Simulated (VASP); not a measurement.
Runs of VASP 6.6.1 on Ru. The structure is that of space group Fm-3m (No. 225), or close to it. The cells are those of the table. This isn't the form of Ru at room conditions, which is hcp.

```csv
level,cell,k mesh,smearing,gap on the mesh (eV),pressure (GPa)
PBE,"a = 2.640 Å, angles 60.0°, 1 atom",17 × 17 × 17,fermi-dirac 0.0612256 eV,none,22.0
PBE,"a = 2.659 Å, angles 60.0°, 1 atom",49 × 49 × 49,fermi-dirac 0.0612256 eV,none,(a)
PBE,"a = 2.748 Å, angles 60.0°, 1 atom",17 × 17 × 17,fermi-dirac 0.0612256 eV,none,(b)
PBE,"a = 2.659 Å, angles 60.0°, 1 atom",17 × 17 × 17,fermi-dirac 0.0612256 eV,none,13.7
r2SCAN,"a = 2.677 Å, angles 60.0°, 1 atom",15 × 15 × 15,fermi-dirac 0.1 eV,none,1.4
```

Alike in all rows: task single point; potentials or basis VASP PAW PBE potentials, release 64 (Ru_pv); no spin polarisation; cutoff (eV) 520.

Task: Fill in the values left out.

Result: (a) 13.6; (b) -15.5.

Caveats: the cell stands under pressure (at least some runs); the cell stands under tension (at least some runs); an empty level that is flat over the whole mesh can mark a ghost state of the potentials, or a narrow d or f band (at least some runs); the PAW data sets were made with another functional, which shifts forces and pressure a little (at least some runs).

A k mesh can miss the band edges, and the runs leave out spin-orbit coupling on Ru.

A gap of «none» marks levels without a gap at the run's occupations.
